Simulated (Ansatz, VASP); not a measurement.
**Two plane-wave programs on Hf5Se6S4**

File INCAR:

```
SYSTEM = Hf5Se6S4
  PREC = Accurate
  ENCUT = 520
  EDIFF = 1E-6
  ISMEAR = 0
  SIGMA = 0.02
  LREAL = Auto
  LASPH = .TRUE.
  NELM = 100
  ALGO = Normal
  ISIF = 2
  LWAVE = .FALSE.
  LCHARG = .FALSE.
  GGA = PE
  IVDW = 12
  NBANDS = 68
```

File KPOINTS:

```
Automatic mesh
0
G
  2 2 2
  0 0 0
```

The input POSCAR:

```
Hf5Se6S4
1.0
   -0.0211237791     -0.0152565457     -5.9992954123
   -0.0001643517      6.3579346906      0.0159773454
    9.1790554732     -3.1792045338      0.0239556941
Hf Se S
5 6 4
Direct
   -0.0065342453     -0.0027412629     -0.0022149227
   -0.0069931692      0.1969589653      0.3999993808
   -0.0036986497      0.6026787190      0.1997532814
   -0.0052730269      0.3975823177      0.7976771720
   -0.0031479781      0.8051994211      0.6045716155
    0.2618230615      0.2674086107      0.1998155890
    0.2651456808      0.4688415895      0.6008592634
    0.2655817931      0.8685759562      0.4029732586
    0.2650079041      0.6669536362     -0.0007648151
    0.7275254129      0.3319710553      0.9985309669
    0.7313401732      0.5340361497      0.4008140437
    0.2345194989      0.0706261938      0.8030310070
    0.7595827121      0.9318012557      0.1983411746
    0.7575070823      0.7289949932      0.7985527590
    0.7576137503      0.1311123995      0.5980602259
```

Input for Ansatz:

```yaml
crystal:
  lattice:
    - [-0.0211237791, -0.0152565457, -5.9992954123]
    - [-0.0001643517, 6.3579346906, 0.0159773454]
    - [9.1790554732, -3.1792045338, 0.0239556941]
  atoms:
    - { symbol: Hf, position: [-0.0065342453, -0.0027412629, -0.0022149227] }
    - { symbol: Hf, position: [-0.0069931692, 0.1969589653, 0.3999993808] }
    - { symbol: Hf, position: [-0.0036986497, 0.602678719, 0.1997532814] }
    - { symbol: Hf, position: [-0.0052730269, 0.3975823177, 0.797677172] }
    - { symbol: Hf, position: [-0.0031479781, 0.8051994211, 0.6045716155] }
    - { symbol: Se, position: [0.2618230615, 0.2674086107, 0.199815589] }
    - { symbol: Se, position: [0.2651456808, 0.4688415895, 0.6008592634] }
    - { symbol: Se, position: [0.2655817931, 0.8685759562, 0.4029732586] }
    - { symbol: Se, position: [0.2650079041, 0.6669536362, -0.0007648151] }
    - { symbol: S, position: [0.2345194989, 0.0706261938, 0.803031007] }
    - { symbol: Se, position: [0.7275254129, 0.3319710553, 0.9985309669] }
    - { symbol: Se, position: [0.7313401732, 0.5340361497, 0.4008140437] }
    - { symbol: S, position: [0.7595827121, 0.9318012557, 0.1983411746] }
    - { symbol: S, position: [0.7575070823, 0.7289949932, 0.798552759] }
    - { symbol: S, position: [0.7576137503, 0.1311123995, 0.5980602259] }
basis:
  ecutwfc: 420
kpoints:
  mp_grid: { grid: [2, 2, 2] }
  band_path: { path: [[0.0, 0.0, 0.0], [0.5, 0.5, 0.5]], npoints: 1 }
hamiltonian:
  xc: pbe
  dispersion: d3bj
scf:
  occupations: { method: gaussian, width: 0.02 }
  n_extra_bands: 10
output:
  forces: true
  stress: true
  eigenvalues: true
```

Alike in both runs: task single point; functional PBE; dispersion D3(BJ); k mesh 2 × 2 × 2; occupations gaussian, width 0.02 eV; no spin polarisation.

|  | VASP | Ansatz |
| --- | --- | --- |
| version | VASP 6.6.1 | Ansatz 0.2.0 |
| potentials or method | VASP PAW PBE potentials, release 64 (Hf_pv, Se, S), cutoff 520 eV | scalar-relativistic, plane waves, PAW |
| valence electrons in the cell | 110 | 250 |

Ansatz gave:

```
gap on the k mesh at the Fermi level (eV) : 0.47
least direct gap on the mesh (eV)         : 0.81
pressure (GPa)                            : 0.2
rms of the force components (eV/Å)        : 0.016
```

**Question.** What did VASP give for the same quantities?

**Answer.** gap on the k mesh at the Fermi level (eV): 0.48; least direct gap on the mesh (eV): 0.82; pressure (GPa): -0.2; rms of the force components (eV/Å): 0.033.

VASP's potentials hold 110 valence electrons a cell and Ansatz's 250, so a difference there can come from the potentials and not from the codes.

The k mesh is coarse, so the values compare programs but aren't converged. Spin-orbit coupling is off throughout.
